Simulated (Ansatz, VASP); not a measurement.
**SrCl2 in VASP and in Ansatz**

File POSCAR:

```
SrCl2
1.0
    0.0000000000      3.4976509443      3.4976509443
    3.4976509443      0.0000000000      3.4976509443
    3.4976509443      3.4976509443      0.0000000000
Sr Cl
1 2
Direct
    0.0000000000      0.0000000000      0.0000000000
    0.2500000000      0.2500000000      0.2500000000
    0.7500000000      0.7500000000      0.7500000000
```

Contents of INCAR.step1:

```
SYSTEM = SrCl2
PREC = Accurate
ENCUT = 520
EDIFF = 1E-5
ISMEAR = 0
SIGMA = 0.01
LREAL = .False.
LASPH = .True.
NELM = 60
ALGO = Normal
ISIF = 2
LWAVE = .True.
GGA = PE
NBANDS = 19
```

File INCAR.step2:

```
SYSTEM = SrCl2
PREC = Accurate
ENCUT = 520
EDIFF = 1E-6
ISMEAR = 0
SIGMA = 0.01
LREAL = .False.
LASPH = .True.
NELM = 60
ALGO = Normal
ISIF = 2
LWAVE = .False.
LCHARG = .True.
GGA = PE
LHFCALC = .True.
HFSCREEN = 0.2079
PRECFOCK = Normal
LELF = .True.
LVHAR = .True.
ISTART = 1
NBANDS = 19
```

Contents of KPOINTS:

```
Automatic mesh
0
Gamma
  4 4 4
  0 0 0
```

Input for Ansatz:

```yaml
crystal:
  lattice:
    - [0.0, 3.4976509443, 3.4976509443]
    - [3.4976509443, 0.0, 3.4976509443]
    - [3.4976509443, 3.4976509443, 0.0]
  atoms:
    - { symbol: Sr, position: [0.0, 0.0, 0.0] }
    - { symbol: Cl, position: [0.25, 0.25, 0.25] }
    - { symbol: Cl, position: [0.75, 0.75, 0.75] }
kpoints:
  mp_grid: { grid: [4, 4, 4] }
hamiltonian:
  xc: hse06
scf:
  occupations: { method: fixed }
  n_extra_bands: 4
output:
  forces: true
  stress: true
  eigenvalues: true
```

Alike in both runs: task single point; functional HSE06; k mesh 4 × 4 × 4; no spin polarisation.

|  | VASP | Ansatz |
| --- | --- | --- |
| version | VASP 6.6.1 | Ansatz 0.2.0 |
| potentials or method | VASP PAW PBE potentials, release 64 (Sr_sv, Cl) | plane waves, PAW |
| plane-wave cutoff (eV) | 520 | 420 |
| occupations | gaussian, width 0.01 eV | fixed |
| valence electrons in the cell | 24 | 24 |

|  | VASP | Ansatz | Ansatz less VASP |
| --- | --- | --- | --- |
| gap on the k mesh at the Fermi level (eV) | 6.58 | 6.59 | +0.007 |
| pressure (GPa) | 0.3 | 0.2 | -0.06 |

Ansatz's warnings: stress exchange threshold loose, stress scf threshold loose.
